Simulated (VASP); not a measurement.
CdS:

```
Cd S
1.0
     4.16884    0.00000    0.00000
    -2.08442    3.61032    0.00000
     0.00000    0.00000    6.77962
Cd S
2 2
Direct
  0.66667 0.33333 0.50022
  0.33333 0.66667 0.00022
  0.66667 0.33333 0.87678
  0.33333 0.66667 0.37678
```

```yaml
Program: VASP 6.6.1
Task: relaxation of cell and atoms
Functional: LDA
Potentials_or_basis: VASP PAW LDA potentials, release 64 (Cd, S)
Cutoff: 600 eV
k_mesh: 6 × 6 × 4
Occupations: gaussian, width 0.02 eV
Spin: no spin polarisation
```

At the start: pressure -3.5 GPa; volume 25.51 Å³/atom.

Task: How do energy, volume and symmetry change on relaxing?

Result: Over 9 steps the energy falls by 17.2 meV/atom and the volume is 24.03 Å³/atom (-5.8 %); space group P6_3mc (No. 186, to 0.1 Å) before and after.

Step by step:
| step | energy change (eV) | largest force (eV/Å) | pressure (GPa) | volume (Å³) |
| --- | --- | --- | --- | --- |
| 1 | 0.0000 | 0.0026 | -3.52 | 102.04 |
| 2 | -0.0580 | 0.0096 | 1.61 | 93.99 |
| 3 | -0.0686 | 0.0053 | 0.00 | 96.13 |
| 4 | -0.0686 | 0.0055 | 0.08 | 96.01 |
| 5 | -0.0686 | 0.0044 | -0.03 | 96.18 |
| 6 | -0.0686 | 0.0046 | -0.01 | 96.15 |
| 7 | -0.0686 | 0.0047 | -0.01 | 96.14 |
| 8 | -0.0686 | 0.0038 | 0.00 | 96.14 |
| 9 | -0.0686 | 0.0014 | 0.00 | 96.14 |

Final structure:
```xyz
4
Lattice="4.0851 0.0000 0.0000 -2.0425 3.5378 0.0000 0.0000 0.0000 6.6520" Properties=species:S:1:pos:R:3 pbc="T T T"
Cd    2.0425    1.1793    3.3285
Cd    0.0000    2.3585    0.0025
S     2.0425    1.1793    5.8313
S     0.0000    2.3585    2.5053
```
